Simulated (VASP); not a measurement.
# C10N: single point with PBE+D3(BJ)

The system is C10N, a slab with vacuum.

```
CELL_PARAMETERS angstrom
2.46496 0.00000 0.00000
-1.23248 2.13472 0.00000
0.00000 0.00000 32.48108
ATOMIC_POSITIONS crystal
C 0.00000 0.00000 0.26169
C 0.66667 0.33333 0.26169
C 0.00000 0.00000 0.36545
C 0.33333 0.66667 0.36545
C 0.00000 0.00000 0.46944
C 0.66667 0.33333 0.46943
C 0.00000 0.00000 0.57277
C 0.33333 0.66667 0.57277
C 0.00000 0.00000 0.67726
C 0.66667 0.33333 0.67726
N 0.33333 0.66667 0.77844
```

```yaml
Program: VASP 6.6.1
Task: single point
Functional: PBE
Dispersion: D3(BJ)
Potentials_or_basis: VASP PAW PBE potentials, release 64 (C, N)
Cutoff: 520 eV
k_mesh: 12 × 12 × 1
Occupations: gaussian, width 0.1 eV
Spin: no spin polarisation
Dipole_correction: yes
Further_INCAR_settings: ALGO = Normal; EDIFF = 1e-06; NBANDS = 34
```

* Largest force: 0.012 eV/Å
* Band gap on the k mesh: zero (an odd number of electrons rules out a gap without spin polarisation)
* Dispersion energy per atom: -0.139 eV

Forces in eV/Å, atoms in the order of the input:
```
C    0.000  0.000  0.011
C    0.000  0.000 -0.012
C    0.000  0.000 -0.004
C    0.000  0.000  0.005
C    0.000  0.000 -0.002
C    0.000  0.000  0.000
C    0.000  0.000 -0.001
C    0.000  0.000  0.003
C    0.000  0.000  0.002
C    0.000  0.000 -0.003
N    0.000  0.000  0.000
```

Levels at points of the mesh, in eV from the Fermi level:
| k point | band 18 | band 19 | band 20 | band 21 | band 22 | band 23 | band 24 | band 25 | band 26 | band 27 |
| --- | --- | --- | --- | --- | --- | --- | --- | --- | --- | --- |
| (0.00, 0.00, 0.00) | -2.91 | -2.91 | -2.23 | -2.23 | -1.93 | 2.70 | 2.70 | 3.58 | 4.72 | 5.18 |
| (0.50, 0.00, 0.00) | -2.66 | -2.44 | -2.22 | -2.10 | -1.49 | 0.17 | 1.47 | 1.53 | 1.63 | 1.84 |

Run time: 7.5 min on 1 thread of Intel Xeon 8259CL, with other jobs on the host, peak memory 0.31 GiB.
